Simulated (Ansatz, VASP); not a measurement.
# BaH6Rh in VASP and in Ansatz

```
CELL_PARAMETERS angstrom
0.00000 4.15401 4.15401
4.15401 0.00000 4.15401
4.15401 4.15401 0.00000
ATOMIC_POSITIONS crystal
Ba 0.50000 0.50000 0.50000
H 0.75000 0.25000 0.25000
H 0.25000 0.75000 0.75000
H 0.25000 0.75000 0.25000
H 0.75000 0.25000 0.75000
H 0.25000 0.25000 0.75000
H 0.75000 0.75000 0.25000
Rh 0.00000 0.00000 0.00000
```

Alike in both runs: task single point; functional PBE; k mesh 4 × 4 × 4; occupations gaussian, width 0.1 eV; no spin polarisation.

|  | VASP | Ansatz |
| --- | --- | --- |
| version | VASP 6.6.1 | Ansatz 0.2.0 |
| potentials or method | VASP PAW PBE potentials, release 64 (Ba_sv, H, Rh_pv), cutoff 520 eV | scalar-relativistic, plane waves, PAW |
| valence electrons in the cell | 31 | 33 |

Ansatz gave:

* gap on the k mesh at the Fermi level (eV): none
* pressure (GPa): -3.3

Question: What did VASP give for the same quantities?

Answer: gap on the k mesh at the Fermi level (eV): none; pressure (GPa): -2.8.

A gap of «none» marks a metal or a gap that the smearing closes. With one functional, cell and mesh, what is left measures potentials, basis and numerics. VASP's potentials hold 31 valence electrons a cell and Ansatz's 33, so a difference there can come from the potentials and not from the codes.

Neither program's run includes spin-orbit coupling.
